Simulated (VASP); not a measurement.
# Au: single point with PBE

Au:

```
CELL_PARAMETERS angstrom
2.07904 -2.07904 0.00000
2.07904 0.00000 -2.07904
8.89351 8.89351 8.89351
ATOMIC_POSITIONS crystal
Au 0.66667 0.66667 0.07791
Au 0.00000 0.00000 0.85714
Au 0.33333 0.33333 0.23375
Au 0.66667 0.66667 0.54545
Au 0.00000 0.00000 0.38960
Au 0.33333 0.33333 0.70130
```

This cell differs from its parent crystal: the distance across one plane changed.

* Program: VASP 6.6.1
* Task: single point
* Functional: PBE
* Potentials or basis: VASP PAW PBE potentials, release 64 (Au)
* Cutoff: 520 eV
* k mesh: 23 × 23 × 4
* Occupations: gaussian, width 0.15 eV
* Spin: no spin polarisation

* Pressure: -2.8 GPa
* Largest force: 0.387 eV/Å
* Band gap on the k mesh: zero (bands 33 and 34 overlap by 5.01 eV)

Forces on the atoms (eV/Å):
```
Au  -0.224 -0.224 -0.224
Au   0.224  0.224  0.224
Au   0.040  0.040  0.040
Au   0.022  0.022  0.022
Au  -0.022 -0.022 -0.022
Au  -0.040 -0.040 -0.040
```

Stress tensor (GPa, compression positive):
```
-2.81  0.56  0.56
 0.56 -2.81  0.56
 0.56  0.56 -2.81
```

Levels at points of the mesh, in eV from the Fermi level:
```csv
k point,band 32,band 33,band 34,band 35,band 36,band 37
"(0.00, 0.00, 0.00)",-2.16,-2.16,-1.97,-1.97,-0.67,1.17
"(0.00, 0.00, 0.50)",-2.12,-2.12,-2.00,-2.00,-1.73,2.10
```

It took 8.2 min on 1 thread of AMD EPYC 9R45 96-Core Processor (Zen 5), with other jobs on the host, peak memory 0.73 GiB.

Caveat: the cell differs from its parent crystal (the distance across one plane changed); spin-orbit coupling is left out, which moves the levels of the heavy elements.
